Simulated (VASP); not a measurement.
# H6C3O in VASP: further runs

H6C3O is run at these levels: PBE+D3(BJ); tasks: single point.

Program: VASP 6.6.1. These are calculated values, not measurements. Logs are shortened: lines on timing, memory, paths and dates and some standing lists are left out, and cuts for length are marked.

### 1 The cell of the first run

The cell holds a disordered packing, 30 atoms: a = 7.542 Å, b = 7.542 Å, c = 7.542 Å, α = 90.00°, β = 90.00°, γ = 90.00°.

### 2 Single point, PBE+D3(BJ)

INCAR reads:

```
SYSTEM = H6C3O
PREC = Accurate ; ENCUT = 1000
EDIFF = 1E-6 ; ISMEAR = -1
SIGMA = 0.02 ; LREAL = Auto
LASPH = .TRUE. ; NELM = 120
ALGO = Normal ; ISIF = 2
LWAVE = .FALSE. ; LCHARG = .TRUE.
GGA = PE ; IVDW = 12
LELF = .TRUE. ; LVHAR = .TRUE.
NBANDS = 57 ; GGA_COMPAT = .FALSE.
```

KPOINTS reads:

```
regular mesh
0
G
  1 1 1
  0 0 0
```

POSCAR reads:

```
H6C3O
1.0
    7.5419870000      0.0000000000      0.0000000000
    0.0000000000      7.5419870000      0.0000000000
    0.0000000000      0.0000000000      7.5419870000
O C H
3 9 18
Direct
   -0.0287589995      0.9320620680      0.7311203268
    0.2288786761      0.4218914724      0.2385313048
    0.7441672864      0.6667341113      1.2098005473
   -0.0246088995      0.8041779971      0.6411572971
    0.2972956596      0.2729652013      0.2205386989
    0.7174104119      0.6559942360      1.0515796434
    0.6498552702      0.2269826241      0.5057420544
    0.6793567796      0.1710159405      0.3378685219
    0.4330291208      0.7112051506      0.7084472567
    0.4440076601      0.7000277248      0.5321409332
    0.1110184889      0.3628884537      0.8125710108
    0.1714402319      0.3381337040      0.6447239965
   -0.0552109146      0.7976412582      0.4953734341
   -0.0085388638      0.6624779385      0.6919661888
    0.3327372482      0.2127556041      0.3474548551
    0.3415943305      0.2055161326      0.0953992628
    0.7569490640      0.7604229495      0.9547351381
    0.6374845250      0.5487148148      0.9904021314
    0.6879751980      0.3542965534      0.5566702780
    0.5767047862      0.1529040026      0.6092558897
    0.7520564541      0.2406792799      0.2413952716
    0.6407197467      0.0484752891      0.2950416117
    0.5361982194      0.7865301279      0.7802983484
    0.3284943345      0.6509955533      0.7812264858
    0.5500539844      0.7619610058      0.4592821494
    0.3545219582      0.6137772446      0.4489798245
   -0.0265579880      0.3262800639      0.8527858772
    0.2001859722      0.4379084716      0.9076785733
    0.0900160661      0.3076510209      0.5291178571
    0.3117215662      0.3688948284      0.6012076128
```

Potentials or basis: VASP PAW PBE potentials, release 64 (O_h, C_h, H_h).

On the command line:

```
cat potpaw_PBE.64/O_h/POTCAR potpaw_PBE.64/C_h/POTCAR potpaw_PBE.64/H_h/POTCAR > POTCAR
mpirun -np 1 vasp_gam > vasp.out
```

OUTCAR:

```text
SYSTEM = H6C3O
   PREC = Accurate
   ENCUT = 1000
   EDIFF = 1E-6
   ISMEAR = -1
   LREAL = Auto
   LASPH = .TRUE.
   NELM = 120
   ISIF = 2
   GGA = PE
   IVDW = 12
 IVDW          = 12

 ion  position               nearest neighbor table
   1  0.971  0.932  0.731-   4 1.18
   2  0.229  0.422  0.239-   5 1.24
   3  0.744  0.667  0.210-   6 1.21
   4  0.975  0.804  0.641-  13 1.12  14 1.14   1 1.18
   5  0.297  0.273  0.221-  15 1.09  16 1.12   2 1.24
   6  0.717  0.656  0.052-  18 1.11  17 1.11   3 1.21
   7  0.650  0.227  0.506-  19 1.07  20 1.11   8 1.35
   8  0.679  0.171  0.338-  22 1.02  21 1.05   7 1.35
   9  0.433  0.711  0.708-  24 1.06  23 1.11  10 1.33
  10  0.444  0.700  0.532-  25 1.08  26 1.13   9 1.33
  11  0.111  0.363  0.813-  27 1.12  28 1.13  12 1.36
  12  0.171  0.338  0.645-  29 1.09  30 1.13  11 1.36
  13  0.945  0.798  0.495-   4 1.12
  14  0.991  0.662  0.692-   4 1.14
  15  0.333  0.213  0.347-   5 1.09
  16  0.342  0.206  0.095-   5 1.12
  17  0.757  0.760  0.955-   6 1.11
  18  0.637  0.549  0.990-   6 1.11
[... 10 lines left out ...]
  29  0.090  0.308  0.529-  12 1.09
  30  0.312  0.369  0.601-  12 1.13

  LATTYP: Found a simple cubic cell.
 ALAT       =     7.5419870000

  Lattice vectors:

 A1 = (   7.5419870000,   0.0000000000,   0.0000000000)
 A2 = (   0.0000000000,   7.5419870000,   0.0000000000)
 A3 = (   0.0000000000,   0.0000000000,   7.5419870000)

Analysis of symmetry for initial positions (statically):
=====================================================================
 Subroutine PRICEL returns:
 Original cell was already a primitive cell.

 Routine SETGRP: Setting up the symmetry group for a
 simple cubic supercell.

 Subroutine GETGRP returns: Found  1 space group operations
 (whereof  1 operations were pure point group operations)
 out of a pool of 48 trial point group operations.

The static configuration has the point symmetry C_1 .

Analysis of symmetry for dynamics (positions and initial velocities):
=====================================================================
 Subroutine PRICEL returns:
 Original cell was already a primitive cell.

 Routine SETGRP: Setting up the symmetry group for a
 simple cubic supercell.

 Subroutine GETGRP returns: Found  1 space group operations
 (whereof  1 operations were pure point group operations)
 out of a pool of 48 trial point group operations.

The dynamic configuration has the point symmetry C_1 .

 Subroutine INISYM returns: Found  1 space group operations
 (whereof  1 operations are pure point group operations),
 and found     1 'primitive' translations

----------------------------------------------------------------------------------------

                                     Primitive cell

  volume of cell :     429.0000

  direct lattice vectors                    reciprocal lattice vectors
     7.541987000  0.000000000  0.000000000     0.132591053  0.000000000  0.000000000
     0.000000000  7.541987000  0.000000000     0.000000000  0.132591053  0.000000000
     0.000000000  0.000000000  7.541987000     0.000000000  0.000000000  0.132591053

  length of vectors
     7.541987000  7.541987000  7.541987000     0.132591053  0.132591053  0.132591053

  position of ions in fractional coordinates (direct lattice)
     0.971241001  0.932062068  0.731120327
     0.228878676  0.421891472  0.238531305
     0.744167286  0.666734111  0.209800547
     0.975391100  0.804177997  0.641157297
     0.297295660  0.272965201  0.220538699
     0.717410412  0.655994236  0.051579643
[... 22 lines left out ...]
     0.090016066  0.307651021  0.529117857
     0.311721566  0.368894828  0.601207613

  ion indices of the primitive-cell ions
   primitive index   ion index
                 1           1
                 2           2
                 3           3
                 4           4
                 5           5
                 6           6
[... 22 lines left out ...]
                29          29
                30          30

----------------------------------------------------------------------------------------

 KPOINTS: regular mesh

Automatic generation of k-mesh.
 Grid dimensions read from file:
 generate k-points for:    1    1    1

 Generating k-lattice:

  Cartesian coordinates                     Fractional coordinates (reciprocal lattice)
     0.132591053  0.000000000  0.000000000     1.000000000  0.000000000  0.000000000
     0.000000000  0.132591053  0.000000000     0.000000000  1.000000000  0.000000000
     0.000000000  0.000000000  0.132591053     0.000000000  0.000000000  1.000000000

  Length of vectors
     0.132591053  0.132591053  0.132591053

  Shift w.r.t. Gamma in fractional coordinates (k-lattice)
     0.000000000  0.000000000  0.000000000

 Subroutine IBZKPT returns following result:
 ===========================================

 Found      1 irreducible k-points:

 Following reciprocal coordinates:
            Coordinates               Weight
  0.000000  0.000000  0.000000      1.000000
   k-points           NKPTS =      1   k-points in BZ     NKDIM =      1   number of bands    NBANDS=     57
   number of dos      NEDOS =    301   number of ions     NIONS =     30
   total plane-waves  NPLWV = 512000
   dimension x,y,z NGX =    80 NGY =   80 NGZ =   80
   dimension x,y,z NGXF=   160 NGYF=  160 NGZF=  160
   ions per type =               3   9  18
   NGX,Y,Z   is equivalent  to a cutoff of  17.63, 17.63, 17.63 a.u.
   NGXF,Y,Z  is equivalent  to a cutoff of  35.27, 35.27, 35.27 a.u.
 SYSTEM =  H6C3O
   PREC   = accura    normal or accurate (medium, high low for compatibility)
   ISTART =      0    job   : 0-new  1-cont  2-samecut
   ICHARG =      2    charge: 1-file 2-atom 10-const
   ISPIN  =      1    spin polarized calculation?
   LNONCOLLINEAR =      F non collinear calculations
   LSORBIT =      F    spin-orbit coupling
   LASPH  =      T    aspherical Exc in radial PAW
   ENCUT  = 1000.0 eV  73.50 Ry    8.57 a.u.  19.45 19.45 19.45*2*pi/ulx,y,z
   NELM   =    120;   NELMIN=  2; NELMDL= -5     # of ELM steps
   EDIFF  = 0.1E-05   stopping-criterion for ELM
   LREAL  =      T    real-space projection
   EDIFFG = 0.1E-04   stopping-criterion for IOM
   NSW    =      0    number of steps for IOM
   IBRION =     -1    ionic relax: 0-MD 1-quasi-New 2-CG
   NFREE  =      0    steps in history (QN), initial steepest desc. (CG)
   ISIF   =      2    stress and relaxation
   ISYM   =      2    0-nonsym 1-usesym 2-fastsym
   POTIM  = 0.5000    time-step for ionic-motion
   TEBEG  =    0.0;   TEEND  =   0.0 temperature during run
   PSTRESS=    0.0 pullay stress
   NELECT =      72.0000    total number of electrons
   NUPDOWN=      -1.0000    fix difference up-down
   EMIN   =  10.00;   EMAX   =-10.00  energy-range for DOS
   EFERMI =   0.00;   METHOD = LEGACY
   ISMEAR =    -1;   SIGMA  =   0.02  broadening in eV -4-tet -1-fermi 0-gaus
   EFERMI_NEDOS =   21; number of points for ismear=-14 and -15
   IALGO  =     38    algorithm
   IMIX   =      4    mixing-type and parameters
     AMIX     =   0.40;   BMIX     =  1.00
     AMIX_MAG =   1.60;   BMIX_MAG =  1.00
  volume/ion in A,a.u.               =      14.30        96.50
  Fermi-wavevector in a.u.,A,eV,Ry     =   0.903025  1.706470 11.094933  0.815455
  Thomas-Fermi vector in A             =   2.026300
   LORBIT       =      0    0 simple, 1 ext, 2 COOP (PROOUT), +10 PAW based schemes
   GGA     = PE    functional components
   LHFCALC =     F    Hartree Fock is set to
   AEXX    =    0.0000 exact exchange contribution
   IVDW    =    12    specifies the selected vdW correction
   LEPSILON=     F    determine dielectric tensor
   LRPA    =     F    only Hartree local field effects (RPA)
 non-spin polarized calculation
  energy-cutoff  :     1000.00
  volume of cell :      429.00
 maximum number of plane-waves:     15516
 NGX is ok and might be reduce to    80
   NGX = 39   NGY = 39   NGZ = 39

 number of electron      71.9999998 magnetization

 Free energy of the ion-electron system (eV)
  ---------------------------------------------------
  ext. energy  EPLUGINS =         0.00000000
  ---------------------------------------------------
  free energy    TOTEN  =      -162.22526732 eV

  energy without entropy =     -162.22526732  energy(sigma->0) =     -162.22526732

 E-fermi :  -2.4224     XC(G=0):  -5.9091

 val. band max:       -2.9430150531   @ k =   0.0000   0.0000   0.0000
 cond. band min:       0.0266913676   @ k =   0.0000   0.0000   0.0000
 fundamental gap:      2.9697064207
 Fermi energy:        -2.4223763637

 k-point     1 :       0.0000    0.0000    0.0000
  band No.  band energies     occupation
      1     -23.9590      2.00000
      2     -23.8586      2.00000
      3     -23.3606      2.00000
      4     -16.0640      2.00000
      5     -15.9728      2.00000
      6     -15.6178      2.00000
[... 40 lines left out ...]
     47       3.9544      0.00000
     48       4.2394      0.00000
 [bands above 48 left out]

------------------------ aborting loop because EDIFF is reached ----------------------------------------

 Edisp (eV)   -1.11959

 E8    (eV) :    -0.2591

  FORCE on cell =-STRESS in cart. coord.  units (eV):
  Direction    XX          YY          ZZ          XY          YZ          ZX
  --------------------------------------------------------------------------------------
  -------------------------------------------------------------------------------------
  Total      -2.12400     3.16591    -3.80441     1.92904    -1.86371     0.97749
  in kB      -7.93244    11.82367   -14.20823     7.20436    -6.96035     3.65061
  external pressure =       -3.44 kB  Pullay stress =        0.00 kB

 VOLUME and BASIS-vectors are now :
 -----------------------------------------------------------------------------
  energy-cutoff  :     1000.00
  volume of cell :      429.00
      direct lattice vectors                 reciprocal lattice vectors
     7.541987000  0.000000000  0.000000000     0.132591053  0.000000000  0.000000000
     0.000000000  7.541987000  0.000000000     0.000000000  0.132591053  0.000000000
     0.000000000  0.000000000  7.541987000     0.000000000  0.000000000  0.132591053

 POSITION                                       TOTAL-FORCE (eV/Angst)
 -----------------------------------------------------------------------------------
      7.32509      7.02960      5.51410         0.091254      2.078446      1.358337
      1.72620      3.18190      1.79900         0.542446     -1.597132     -1.400445
      5.61250      5.02850      1.58231         0.116141     -0.083419     -0.354476
      7.35639      6.06510      4.83560        -0.657929     -3.198887     -1.608304
      2.24220      2.05870      1.66330        -0.374830      2.154327      1.246424
      5.41070      4.94750      0.38901        -0.329075      0.413154      0.177293
[... 22 lines left out ...]
      0.67890      2.32030      3.99060        -0.291653     -0.553403      0.335964
      2.35100      2.78220      4.53430        -1.081279     -0.005678      0.779685
 -----------------------------------------------------------------------------------
    total drift:                               -0.000759     -0.002535      0.001031

  FREE ENERGIE OF THE ION-ELECTRON SYSTEM (eV)
  ---------------------------------------------------
  free  energy   TOTEN  =      -163.3448623179 eV

  energy  without entropy=     -163.3448623179  energy(sigma->0) =     -163.34486232
```

It took 92 s on 1 thread of Intel Xeon 6975P-C (Granite Rapids), shared host; peak memory 0.93 GiB.

Results:

```yaml
Free_energy: -163.3449 eV
Pressure: -0.3 GPa
Largest_force: 3.640 eV/Å
Dispersion_energy_per_atom: -0.037 eV
```

Forces on the atoms (eV/Å):
```
O    0.091  2.078  1.358
O    0.542 -1.597 -1.400
O    0.116 -0.083 -0.354
C   -0.658 -3.199 -1.608
C   -0.375  2.154  1.246
C   -0.329  0.413  0.177
C   -0.265 -0.618 -0.461
C    0.082  1.587  2.701
C    1.051  0.714 -0.661
C   -0.733 -1.008 -0.367
C    0.770  0.469 -0.677
C    0.621  0.613  0.219
H    0.257  0.598 -0.050
H    0.225  0.609  0.260
H    0.045 -1.027  0.061
H   -0.458  0.431 -0.027
H    0.347  0.056  0.186
H    0.012 -0.405  0.075
H    0.451  0.674 -0.197
H    0.190 -0.246 -0.687
H    0.763  1.187 -0.725
H   -0.974 -2.641 -0.640
H   -0.506 -0.084 -0.087
H   -0.578 -0.407  0.562
H    0.408  0.229 -0.191
H    0.395  0.802  0.689
H    0.746  0.345 -0.181
H   -0.864 -1.085 -0.334
H   -0.292 -0.553  0.336
H   -1.081 -0.006  0.780
```

Caveat: the k points lie up to 0.83 Å⁻¹ apart, too coarse for converged energies, forces and pressures.

(Continued in part 2 of 2.)
